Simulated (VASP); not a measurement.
# CdI2 in VASP: further runs

CdI2 is run at these levels: PBE+D3(BJ); tasks: single point.

Everything below comes from runs of VASP 6.6.1. Logs are shortened: lines on timing, memory, paths and dates and some standing lists are left out, and cuts for length are marked.

### 1 The cell of the first run

The cell holds a slab with vacuum, 3 atoms: a = 4.242 Å, b = 4.242 Å, c = 32.920 Å, α = 90.00°, β = 90.00°, γ = 120.00°.

### 2 Single point, PBE+D3(BJ) (atoms taken out)

INCAR

```
ALGO = Normal
DIPOL = 0.5 0.5 0.500
EDIFF = 1E-6
ENCUT = 400
GGA = PE
GGA_COMPAT = F
IDIPOL = 3
ISIF = 2
ISMEAR = 0
IVDW = 12
LASPH = T
LCHARG = F
LDIPOL = T
LREAL = F
LWAVE = F
NBANDS = 20
NELM = 120
NELMDL = -8
PREC = Accurate
SIGMA = 0.02
```

KPOINTS

```
k-points
0
Gamma
  9 9 1
```

POSCAR

```
CdI2
1.0
    4.2421060909      0.0000000000      0.0000000000
   -2.1210530455      3.6737716403      0.0000000000
    0.0000000000      0.0000000000     32.9197076258
I Cd
2 1
Direct
    0.6666666667      0.3333333333      0.4472071719
    0.0000000000      0.0000000000      0.5527928281
    0.3333333333      0.6666666667      0.5000000000
```

Potentials or basis: VASP PAW PBE potentials, release 64 (I, Cd).

Run with:

```sh
$ cat potpaw_PBE.64/I/POTCAR potpaw_PBE.64/Cd/POTCAR > POTCAR
$ mpirun -np 1 vasp_std > vasp.out
```

OUTCAR:

```text
EDIFF = 1E-6
   ENCUT = 400
   GGA = PE
   ISIF = 2
   ISMEAR = 0
   IVDW = 12
   LASPH = T
   LREAL = F
   NELM = 120
   NELMDL = -8
   PREC = Accurate
 IVDW          = 12

 ion  position               nearest neighbor table
   1  0.667  0.333  0.447-   3 3.00   3 3.00   3 3.00
   2  0.000  0.000  0.553-   3 3.00   3 3.00   3 3.00
   3  0.333  0.667  0.500-   1 3.00   2 3.00   1 3.00   2 3.00   2 3.00   1 3.00

  LATTYP: Found a hexagonal cell.
 ALAT       =     4.2421060909
 C/A-ratio  =     7.7602273306

  Lattice vectors:

 A1 = (   4.2421060909,   0.0000000000,   0.0000000000)
 A2 = (  -2.1210530455,   3.6737716403,   0.0000000000)
 A3 = (   0.0000000000,   0.0000000000,  32.9197076258)

Analysis of symmetry for initial positions (statically):
=====================================================================
 Subroutine PRICEL returns:
 Original cell was already a primitive cell.

 Routine SETGRP: Setting up the symmetry group for a
 hexagonal supercell.

 Subroutine GETGRP returns: Found 12 space group operations
 (whereof  6 operations were pure point group operations)
 out of a pool of 24 trial point group operations.

The static configuration has the point symmetry C_3v.
 The point group associated with its full space group is D_3d.

Analysis of symmetry for dynamics (positions and initial velocities):
=====================================================================
 Subroutine PRICEL returns:
 Original cell was already a primitive cell.

 Routine SETGRP: Setting up the symmetry group for a
 hexagonal supercell.

 Subroutine GETGRP returns: Found 12 space group operations
 (whereof  6 operations were pure point group operations)
 out of a pool of 24 trial point group operations.

The dynamic configuration has the point symmetry C_3v.
 The point group associated with its full space group is D_3d.

 Subroutine INISYM returns: Found 12 space group operations
 (whereof  6 operations are pure point group operations),
 and found     1 'primitive' translations

----------------------------------------------------------------------------------------

                                     Primitive cell

  volume of cell :     513.0381

  direct lattice vectors                    reciprocal lattice vectors
     4.242106091  0.000000000  0.000000000     0.235731964  0.136099913  0.000000000
    -2.121053046  3.673771640  0.000000000     0.000000000  0.272199826  0.000000000
     0.000000000  0.000000000 32.919707626     0.000000000  0.000000000  0.030376941

  length of vectors
     4.242106091  4.242106091 32.919707626     0.272199826  0.272199826  0.030376941

  position of ions in fractional coordinates (direct lattice)
     0.666666667  0.333333333  0.447207172
     0.000000000  0.000000000  0.552792828
     0.333333333  0.666666667  0.500000000

  ion indices of the primitive-cell ions
   primitive index   ion index
                 1           1
                 2           2
                 3           3

----------------------------------------------------------------------------------------

 KPOINTS: k-points

Automatic generation of k-mesh.
 Grid dimensions read from file:
 generate k-points for:    9    9    1

 Generating k-lattice:

  Cartesian coordinates                     Fractional coordinates (reciprocal lattice)
     0.026192440  0.015122213  0.000000000     0.111111111  0.000000000  0.000000000
     0.000000000  0.030244425  0.000000000     0.000000000  0.111111111  0.000000000
     0.000000000  0.000000000  0.030376941     0.000000000  0.000000000  1.000000000

  Length of vectors
     0.030244425  0.030244425  0.030376941

  Shift w.r.t. Gamma in fractional coordinates (k-lattice)
     0.000000000  0.000000000  0.000000000

 Subroutine IBZKPT returns following result:
 ===========================================

 Found     12 irreducible k-points:

 Following reciprocal coordinates:
            Coordinates               Weight
  0.000000  0.000000  0.000000      1.000000
  0.111111 -0.000000  0.000000      6.000000
  0.222222  0.000000  0.000000      6.000000
  0.333333 -0.000000  0.000000      6.000000
  0.444444  0.000000  0.000000      6.000000
  0.111111  0.111111  0.000000      6.000000
  0.222222  0.111111  0.000000     12.000000
  0.333333  0.111111  0.000000     12.000000
  0.444444  0.111111  0.000000      6.000000
  0.222222  0.222222  0.000000      6.000000
  0.333333  0.222222  0.000000     12.000000
  0.333333  0.333333  0.000000      2.000000
   k-points           NKPTS =     12   k-points in BZ     NKDIM =     12   number of bands    NBANDS=     20
   number of dos      NEDOS =    301   number of ions     NIONS =      3
   total plane-waves  NPLWV = 169344
   dimension x,y,z NGX =    28 NGY =   28 NGZ =  216
   dimension x,y,z NGXF=    56 NGYF=   56 NGZF=  432
   ions per type =               2   1
   NGX,Y,Z   is equivalent  to a cutoff of  10.97, 10.97, 10.91 a.u.
   NGXF,Y,Z  is equivalent  to a cutoff of  21.95, 21.95, 21.82 a.u.
 SYSTEM =  unknown system
   PREC   = accura    normal or accurate (medium, high low for compatibility)
   ISTART =      0    job   : 0-new  1-cont  2-samecut
   ICHARG =      2    charge: 1-file 2-atom 10-const
   ISPIN  =      1    spin polarized calculation?
   LNONCOLLINEAR =      F non collinear calculations
   LSORBIT =      F    spin-orbit coupling
   LASPH  =      T    aspherical Exc in radial PAW
   ENCUT  =  400.0 eV  29.40 Ry    5.42 a.u.   6.92  6.92 53.68*2*pi/ulx,y,z
   NELM   =    120;   NELMIN=  2; NELMDL= -8     # of ELM steps
   EDIFF  = 0.1E-05   stopping-criterion for ELM
   LREAL  =      F    real-space projection
   EDIFFG = 0.1E-04   stopping-criterion for IOM
   NSW    =      0    number of steps for IOM
   IBRION =     -1    ionic relax: 0-MD 1-quasi-New 2-CG
   NFREE  =      0    steps in history (QN), initial steepest desc. (CG)
   ISIF   =      2    stress and relaxation
   ISYM   =      2    0-nonsym 1-usesym 2-fastsym
   POTIM  = 0.5000    time-step for ionic-motion
   TEBEG  =    0.0;   TEEND  =   0.0 temperature during run
   PSTRESS=    0.0 pullay stress
   NELECT =      26.0000    total number of electrons
   NUPDOWN=      -1.0000    fix difference up-down
   EMIN   =  10.00;   EMAX   =-10.00  energy-range for DOS
   EFERMI =   0.00;   METHOD = LEGACY
   ISMEAR =     0;   SIGMA  =   0.02  broadening in eV -4-tet -1-fermi 0-gaus
   EFERMI_NEDOS =   21; number of points for ismear=-14 and -15
   IALGO  =     38    algorithm
   IMIX   =      4    mixing-type and parameters
     AMIX     =   0.40;   BMIX     =  1.00
     AMIX_MAG =   1.60;   BMIX_MAG =  1.00
  volume/ion in A,a.u.               =     171.01      1154.05
  Fermi-wavevector in a.u.,A,eV,Ry     =   0.605828  1.144849  4.993714  0.367028
  Thomas-Fermi vector in A             =   1.659696
   LORBIT       =      0    0 simple, 1 ext, 2 COOP (PROOUT), +10 PAW based schemes
   GGA     = PE    functional components
   LHFCALC =     F    Hartree Fock is set to
   AEXX    =    0.0000 exact exchange contribution
   IVDW    =    12    specifies the selected vdW correction
   LEPSILON=     F    determine dielectric tensor
   LRPA    =     F    only Hartree local field effects (RPA)
 non-spin polarized calculation
 Gauss-broadening in eV      SIGMA  =   0.02
  energy-cutoff  :      400.00
  volume of cell :      513.04
 maximum number of plane-waves:      9356
 NGX is ok and might be reduce to    28
   NGX = 13   NGY = 13   NGZ =107

 dipolmoment           0.000000      0.000000      0.000000 electrons x Angstroem

 number of electron      25.9999997 magnetization

 dipolmoment           0.000000      0.000000     -0.000000 electrons x Angstroem

 Free energy of the ion-electron system (eV)
  ---------------------------------------------------
  ext. energy  EPLUGINS =         0.00000000
  ---------------------------------------------------
  free energy    TOTEN  =        -5.52276695 eV

  energy without entropy =       -5.52276695  energy(sigma->0) =       -5.52276695

 E-fermi :  -4.4434     XC(G=0):  -2.0917

 val. band max:       -4.5596574738   @ k =   0.1111  -0.0000   0.0000
 cond. band min:      -2.0694213207   @ k =   0.4444   0.0000   0.0000
 fundamental gap:      2.4902361531
 Fermi energy:        -4.4434085821

 k-point     1 :       0.0000    0.0000    0.0000
  band No.  band energies     occupation
      1     -16.4925      2.00000
      2     -16.0124      2.00000
      3     -12.0932      2.00000
      4     -12.0932      2.00000
      5     -11.9778      2.00000
      6     -11.9047      2.00000
[... 12 lines left out ...]
     19       1.7801      0.00000
     20       2.0249      0.00000

 k-point     2 :       0.1111   -0.0000    0.0000
  band No.  band energies     occupation
      1     -16.4350      2.00000
      2     -15.9959      2.00000
      3     -12.0841      2.00000
      4     -12.0689      2.00000
      5     -11.9662      2.00000
      6     -11.9079      2.00000
[... 12 lines left out ...]
     19       1.9804      0.00000
     20       2.1515      0.00000

 k-point     3 :       0.2222    0.0000    0.0000
  band No.  band energies     occupation
      1     -16.2815      2.00000
      2     -15.9546      2.00000
      3     -12.0664      2.00000
      4     -12.0119      2.00000
      5     -11.9317      2.00000
      6     -11.9087      2.00000
[... 12 lines left out ...]
     19       2.3674      0.00000
     20       2.3894      0.00000

 k-point     4 :       0.3333   -0.0000    0.0000
  band No.  band energies     occupation
      1     -16.0904      2.00000
      2     -15.9086      2.00000
      3     -12.0573      2.00000
      4     -11.9891      2.00000
      5     -11.9055      2.00000
      6     -11.8692      2.00000
[... 12 lines left out ...]
     19       2.4173      0.00000
     20       2.8686      0.00000

 k-point     5 :       0.4444    0.0000    0.0000
  band No.  band energies     occupation
      1     -15.9518      2.00000
      2     -15.8817      2.00000
      3     -12.0570      2.00000
      4     -11.9958      2.00000
      5     -11.8953      2.00000
      6     -11.8469      2.00000
[... 12 lines left out ...]
     19       3.1742      0.00000
     20       3.6053      0.00000

 k-point     6 :       0.1111    0.1111    0.0000
  band No.  band energies     occupation
      1     -16.3293      2.00000
      2     -15.9670      2.00000
      3     -12.0702      2.00000
      4     -12.0249      2.00000
      5     -11.9472      2.00000
      6     -11.9093      2.00000
[... 12 lines left out ...]
     19       2.2324      0.00000
     20       2.2598      0.00000

 k-point     7 :       0.2222    0.1111    0.0000
  band No.  band energies     occupation
      1     -16.1557      2.00000
      2     -15.9233      2.00000
      3     -12.0531      2.00000
      4     -11.9792      2.00000
      5     -11.9179      2.00000
      6     -11.8880      2.00000
[... 12 lines left out ...]
     19       2.6091      0.00000
     20       2.7012      0.00000

 k-point     8 :       0.3333    0.1111    0.0000
  band No.  band energies     occupation
      1     -15.9882      2.00000
      2     -15.8863      2.00000
      3     -12.0410      2.00000
      4     -11.9789      2.00000
      5     -11.8983      2.00000
      6     -11.8609      2.00000
[... 12 lines left out ...]
     19       2.8837      0.00000
     20       3.3411      0.00000

 k-point     9 :       0.4444    0.1111    0.0000
  band No.  band energies     occupation
      1     -15.9148      2.00000
      2     -15.8748      2.00000
      3     -12.0359      2.00000
      4     -11.9840      2.00000
      5     -11.8921      2.00000
      6     -11.8515      2.00000
[... 12 lines left out ...]
     19       3.7378      0.00000
     20       3.8053      0.00000

 k-point    10 :       0.2222    0.2222    0.0000
  band No.  band energies     occupation
      1     -16.0033      2.00000
      2     -15.8881      2.00000
      3     -12.0246      2.00000
      4     -11.9555      2.00000
      5     -11.9096      2.00000
      6     -11.8594      2.00000
[... 12 lines left out ...]
     19       2.9668      0.00000
     20       3.2844      0.00000

 k-point    11 :       0.3333    0.2222    0.0000
  band No.  band energies     occupation
      1     -15.8961      2.00000
      2     -15.8668      2.00000
      3     -11.9885      2.00000
      4     -11.9525      2.00000
      5     -11.8922      2.00000
      6     -11.8636      2.00000
[... 12 lines left out ...]
     19       3.4832      0.00000
     20       3.7716      0.00000

 k-point    12 :       0.3333    0.3333    0.0000
  band No.  band energies     occupation
      1     -15.8592      2.00000
      2     -15.8592      2.00000
      3     -11.9376      2.00000
      4     -11.9376      2.00000
      5     -11.8771      2.00000
      6     -11.8643      2.00000
[... 12 lines left out ...]
     19       3.6906      0.00000
     20       3.8406      0.00000

------------------------ aborting loop because EDIFF is reached ----------------------------------------

 vacuum level on the upper side and lower side of the slab       (xc-potential included)        -0.006        -0.006

 Edisp (eV)   -0.74711

 E8    (eV) :    -0.3541

  FORCE on cell =-STRESS in cart. coord.  units (eV):
  Direction    XX          YY          ZZ          XY          YZ          ZX
  --------------------------------------------------------------------------------------
  -------------------------------------------------------------------------------------
  Total      -0.05206    -0.05206    -0.07167     0.00000    -0.00000     0.00000
  in kB      -0.16259    -0.16259    -0.22382     0.00000    -0.00000     0.00000
  external pressure =       -0.18 kB  Pullay stress =        0.00 kB

 VOLUME and BASIS-vectors are now :
 -----------------------------------------------------------------------------
  energy-cutoff  :      400.00
  volume of cell :      513.04
      direct lattice vectors                 reciprocal lattice vectors
     4.242106091  0.000000000  0.000000000     0.235731964  0.136099913  0.000000000
    -2.121053046  3.673771640  0.000000000     0.000000000  0.272199826  0.000000000
     0.000000000  0.000000000 32.919707626     0.000000000  0.000000000  0.030376941

 POSITION                                       TOTAL-FORCE (eV/Angst)
 -----------------------------------------------------------------------------------
      2.12105      1.22459     14.72193        -0.000000      0.000000     -0.020406
      0.00000      0.00000     18.19778         0.000000      0.000000      0.020406
     -0.00000      2.44918     16.45985        -0.000000     -0.000000     -0.000000
 -----------------------------------------------------------------------------------
    total drift:                                0.000000      0.000000     -0.000015

  FREE ENERGIE OF THE ION-ELECTRON SYSTEM (eV)
  ---------------------------------------------------
  free  energy   TOTEN  =        -6.2698745473 eV

  energy  without entropy=       -6.2698745473  energy(sigma->0) =       -6.26987455

 vacuum level on the upper side and lower side of the slab         1.714         1.714
```

Wall time 2.3 min (1 thread of Intel Xeon 6975P-C (Granite Rapids), shared host); peak memory 0.4 GiB.

What came out:

```yaml
Free_energy: -6.2699 eV
Largest_force: 0.020 eV/Å
Band_gap_on_the_k_mesh: 2.49 eV (least direct gap 2.71 eV)
Dispersion_energy_per_atom: -0.249 eV
```

Forces in eV/Å, atoms in the order of the input:
```
I    0.000  0.000 -0.020
I    0.000  0.000  0.020
Cd   0.000  0.000  0.000
```

Caveat: the cell differs from its parent crystal (atoms taken out); spin-orbit coupling is left out, which moves the levels of the heavy elements.

(Part 1 of 2 ends here.)
